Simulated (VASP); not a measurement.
# Se (P4/mmm) in VASP: a series of runs

The runs below take Se through single point, with LDA.

Program: VASP 6.6.1. These are calculated values, not measurements. Logs are shortened: lines on timing, memory, paths and dates and some standing lists are left out, and cuts for length are marked.

## Step 1: The cell of the first run

It takes space group P4/mmm (No. 123, tetragonal). The conventional cell has a = 2.726 Å, b = 2.726 Å, c = 2.853 Å, α = 90.00°, β = 90.00°, γ = 90.00°. Se (site symmetry 4/mmm) has 6 Se at 2.73 to 2.85 Å within 3.6 Å.

## Step 2: Single point, LDA (strain -0.030 along x and y, +0.015 along z)

INCAR

```
ALGO = Normal
EDIFF = 1E-7
ENCUT = 520
GGA = CA
ISIF = 2
ISMEAR = 0
LASPH = True
LCHARG = True
LELF = True
LREAL = False
LVHAR = True
LWAVE = False
NBANDS = 9
NELM = 100
PREC = Accurate
SIGMA = 0.15
```

KPOINTS

```
k-points
0
Gamma
  16 16 16
```

POSCAR

```
Se
1.0
    2.7262461294      0.0000000000      0.0000000000
    0.0000000000      2.7262461294      0.0000000000
    0.0000000000      0.0000000000      2.8527214653
Se
1
Direct
    0.0000000000      0.0000000000      0.0000000000
```

Potentials or basis: VASP PAW LDA potentials, release 64 (Se).

Started as:

```
cat potpaw_LDA.64/Se/POTCAR > POTCAR
mpirun -np 1 vasp_std > vasp.out
```

OUTCAR:

```text
EDIFF = 1E-7
   ENCUT = 520
   GGA = CA
   ISIF = 2
   ISMEAR = 0
   LASPH = True
   LREAL = False
   NELM = 100
   PREC = Accurate

 ion  position               nearest neighbor table
   1  0.000  0.000  0.000-

  LATTYP: Found a simple tetragonal cell.
 ALAT       =     2.7262461294
 C/A-ratio  =     1.0463917526

  Lattice vectors:

 A1 = (   2.7262461294,   0.0000000000,   0.0000000000)
 A2 = (   0.0000000000,   2.7262461294,   0.0000000000)
 A3 = (   0.0000000000,   0.0000000000,   2.8527214653)

Analysis of symmetry for initial positions (statically):
=====================================================================
 Subroutine PRICEL returns:
 Original cell was already a primitive cell.

 Routine SETGRP: Setting up the symmetry group for a
 simple tetragonal supercell.

 Subroutine GETGRP returns: Found 16 space group operations
 (whereof 16 operations were pure point group operations)
 out of a pool of 16 trial point group operations.

The static configuration has the point symmetry D_4h.

Analysis of symmetry for dynamics (positions and initial velocities):
=====================================================================
 Subroutine PRICEL returns:
 Original cell was already a primitive cell.

 Routine SETGRP: Setting up the symmetry group for a
 simple tetragonal supercell.

 Subroutine GETGRP returns: Found 16 space group operations
 (whereof 16 operations were pure point group operations)
 out of a pool of 16 trial point group operations.

The dynamic configuration has the point symmetry D_4h.

 Subroutine INISYM returns: Found 16 space group operations
 (whereof 16 operations are pure point group operations),
 and found     1 'primitive' translations

----------------------------------------------------------------------------------------

                                     Primitive cell

  volume of cell :      21.2026

  direct lattice vectors                    reciprocal lattice vectors
     2.726246129  0.000000000  0.000000000     0.366804739  0.000000000  0.000000000
     0.000000000  2.726246129  0.000000000     0.000000000  0.366804739  0.000000000
     0.000000000  0.000000000  2.852721465     0.000000000  0.000000000  0.350542460

  length of vectors
     2.726246129  2.726246129  2.852721465     0.366804739  0.366804739  0.350542460

[... 79 lines left out ...]
   LREAL  =      F    real-space projection
   EDIFFG = 0.1E-05   stopping-criterion for IOM
   NSW    =      0    number of steps for IOM
   IBRION =     -1    ionic relax: 0-MD 1-quasi-New 2-CG
   NFREE  =      0    steps in history (QN), initial steepest desc. (CG)
   ISIF   =      2    stress and relaxation
   ISYM   =      2    0-nonsym 1-usesym 2-fastsym
   POTIM  = 0.5000    time-step for ionic-motion
   TEBEG  =    0.0;   TEEND  =   0.0 temperature during run
   PSTRESS=    0.0 pullay stress
   NELECT =       6.0000    total number of electrons
   NUPDOWN=      -1.0000    fix difference up-down
   EMIN   =  10.00;   EMAX   =-10.00  energy-range for DOS
   EFERMI =   0.00;   METHOD = LEGACY
   ISMEAR =     0;   SIGMA  =   0.15  broadening in eV -4-tet -1-fermi 0-gaus
   EFERMI_NEDOS =   21; number of points for ismear=-14 and -15
   IALGO  =     38    algorithm
   IMIX   =      4    mixing-type and parameters
     AMIX     =   0.40;   BMIX     =  1.00
     AMIX_MAG =   1.60;   BMIX_MAG =  1.00
  volume/ion in A,a.u.               =      21.20       143.08
  Fermi-wavevector in a.u.,A,eV,Ry     =   1.074803  2.031083 15.717462  1.155201
  Thomas-Fermi vector in A             =   2.210641
   LORBIT       =      0    0 simple, 1 ext, 2 COOP (PROOUT), +10 PAW based schemes
   GGA     = CA    functional components
   LHFCALC =     F    Hartree Fock is set to
   AEXX    =    0.0000 exact exchange contribution
   IVDW    =     0    specifies the selected vdW correction
   LEPSILON=     F    determine dielectric tensor
   LRPA    =     F    only Hartree local field effects (RPA)
 non-spin polarized calculation
 Gauss-broadening in eV      SIGMA  =   0.15
  energy-cutoff  :      520.00
  volume of cell :       21.20
 maximum number of plane-waves:       588
   NGX = 11   NGY = 11   NGZ = 11

 number of electron       6.0000001 magnetization

 Free energy of the ion-electron system (eV)
  ---------------------------------------------------
  ext. energy  EPLUGINS =         0.00000000
  ---------------------------------------------------
  free energy    TOTEN  =        -4.07402459 eV

  energy without entropy =       -4.06874733  energy(sigma->0) =       -4.07138596

 E-fermi :   5.4929     XC(G=0): -10.4323

 val. band max:        5.4842293978   @ k =   0.5000   0.2500   0.5000
 cond. band min:       5.4929527608   @ k =   0.1250   0.1250   0.0625
 fundamental gap:      0.0087233630
 Fermi energy:         5.4929405354

 k-point     1 :       0.0000    0.0000    0.0000
  band No.  band energies     occupation
      1     -11.1093      2.00000
      2       6.1973      0.00000
      3       7.4173      0.00000
      4       7.4173      0.00000
      5      12.4966      0.00000
      6      13.4885      0.00000
      7      14.0229      0.00000
      8      28.0247      0.00000
      9      28.0249      0.00000
[... 265 lines left out ...]
 k-point    24 :       0.5000    0.1250    0.0000
  band No.  band energies     occupation
      1      -8.3534      2.00000
      2      -1.8475      2.00000
      3       7.1393      0.00000
      4       8.1386      0.00000
      5      15.2131      0.00000
      6      16.0558      0.00000
      7      18.4927      0.00000
      8      19.4828      0.00000
      9      19.7472      0.00000

 [... further k-points ...]

------------------------ aborting loop because EDIFF is reached ----------------------------------------

  FORCE on cell =-STRESS in cart. coord.  units (eV):
  Direction    XX          YY          ZZ          XY          YZ          ZX
  --------------------------------------------------------------------------------------
  -------------------------------------------------------------------------------------
  Total        0.2420751      0.2420751     -0.2538068      0.0000000      0.0000000      0.0000000
  in kB       18.2924192     18.2924192    -19.1789267      0.0000000      0.0000000      0.0000000
  external PRESSURE =       5.8019706 kB  Pullay stress =       0.0000000 kB

 VOLUME and BASIS-vectors are now :
 -----------------------------------------------------------------------------
  energy-cutoff  :      520.00
  volume of cell :       21.20
      direct lattice vectors                 reciprocal lattice vectors
     2.726246129  0.000000000  0.000000000     0.366804739  0.000000000  0.000000000
     0.000000000  2.726246129  0.000000000     0.000000000  0.366804739  0.000000000
     0.000000000  0.000000000  2.852721465     0.000000000  0.000000000  0.350542460

 POSITION                                       TOTAL-FORCE (eV/Angst)
 -----------------------------------------------------------------------------------
      0.00000      0.00000      0.00000         0.000000      0.000000      0.000000
 -----------------------------------------------------------------------------------
    total drift:                               -0.000000      0.000000     -0.000000

  FREE ENERGIE OF THE ION-ELECTRON SYSTEM (eV)
  ---------------------------------------------------
  free  energy   TOTEN  =        -4.0740245864 eV

  energy  without entropy=       -4.0687473250  energy(sigma->0) =       -4.07138596
```

It took 22 s on 1 thread of AMD EPYC 9R45 (Zen 5), shared host; peak memory 0.15 GiB.

Results:

- Free energy: -4.0740 eV
- Pressure: 0.6 GPa
- Band gap on the k mesh: zero (bands 3 and 4 overlap by 6.43 eV)

Stress tensor (GPa, compression positive):
```
 1.83  0.00  0.00
 0.00  1.83  0.00
 0.00  0.00 -1.92
```

Levels at points of the mesh, in eV from the Fermi level:
| k point | band 1 | band 2 | band 3 | band 4 | band 5 | band 6 |
| --- | --- | --- | --- | --- | --- | --- |
| (0.00, 0.00, 0.00) | -16.60 | 0.70 | 1.92 | 1.92 | 7.00 | 8.00 |
| (0.50, 0.00, 0.00) | -14.10 | -7.58 | 2.45 | 3.62 | 9.95 | 12.13 |
| (0.50, 0.50, 0.00) | -11.57 | -5.35 | -5.35 | 2.55 | 4.04 | 13.67 |
| (0.00, 0.00, 0.50) | -14.67 | -7.36 | 3.23 | 3.23 | 9.95 | 12.08 |
| (0.50, 0.00, 0.50) | -12.18 | -5.78 | -5.03 | 2.48 | 4.79 | 14.02 |
| (0.50, 0.50, 0.50) | -9.60 | -3.78 | -3.78 | -2.97 | 5.28 | 5.80 |

Caveat: the cell differs from its parent crystal (strain -0.030 along x and y, +0.015 along z).

## Step 3: Single point, LDA (strain -0.030 along x and y, +0.030 along z)

INCAR

```
SYSTEM = Se
  PREC = Accurate
  ENCUT = 520
  EDIFF = 1E-6
  ISMEAR = 0
  SIGMA = 0.15
  LREAL = .FALSE.
  LASPH = .TRUE.
  NELM = 60
  ALGO = Normal
  ISIF = 2
  LWAVE = .FALSE.
  LCHARG = .FALSE.
  NBANDS = 9
```

KPOINTS

```
Automatic mesh
0
G
  16 16 16
  0 0 0
```

POSCAR: that of step 2 with these lines changed.

```diff
@@ -4,3 +4,3 @@
     0.0000000000      2.7262461294      0.0000000000
-    0.0000000000      0.0000000000      2.8527214653
+    0.0000000000      0.0000000000      2.8948799106
 Se
```

Potentials or basis: VASP PAW LDA potentials, release 64 (Se).

Started as:

```
cat potpaw_LDA.64/Se/POTCAR > POTCAR
mpirun -np 1 vasp_std > vasp.out
```

Wall time 19 s (1 thread of AMD EPYC 9R45 (Zen 5), shared host); peak memory 0.15 GiB.

Results (log left out):

```yaml
Free_energy: -4.0693 eV
Pressure: -0.5 GPa
Band_gap_on_the_k_mesh: zero (bands 3 and 4 overlap by 6.19 eV)
```

Stress tensor (GPa, compression positive):
```
 0.66  0.00  0.00
 0.00  0.66  0.00
 0.00  0.00 -2.80
```

Levels at points of the mesh, in eV from the Fermi level:
```csv
k point,band 1,band 2,band 3,band 4,band 5,band 6,band 7,band 8
"(0.00, 0.00, 0.00)",-16.48,0.45,2.02,2.02,6.75,8.09,8.66,22.28
"(0.50, 0.00, 0.00)",-13.98,-7.48,2.21,3.71,9.85,12.13,12.14,12.42
"(0.50, 0.50, 0.00)",-11.44,-5.25,-5.25,2.65,3.82,13.51,15.00,15.00
"(0.00, 0.00, 0.50)",-14.71,-7.18,3.21,3.21,9.92,12.00,13.09,14.42
"(0.50, 0.00, 0.50)",-12.23,-5.82,-4.83,2.57,4.77,13.96,16.15,16.99
"(0.50, 0.50, 0.50)",-9.64,-3.81,-3.81,-2.75,5.23,5.91,5.91,9.68
```

Caveat: the cell differs from its parent crystal (strain -0.030 along x and y, +0.030 along z).
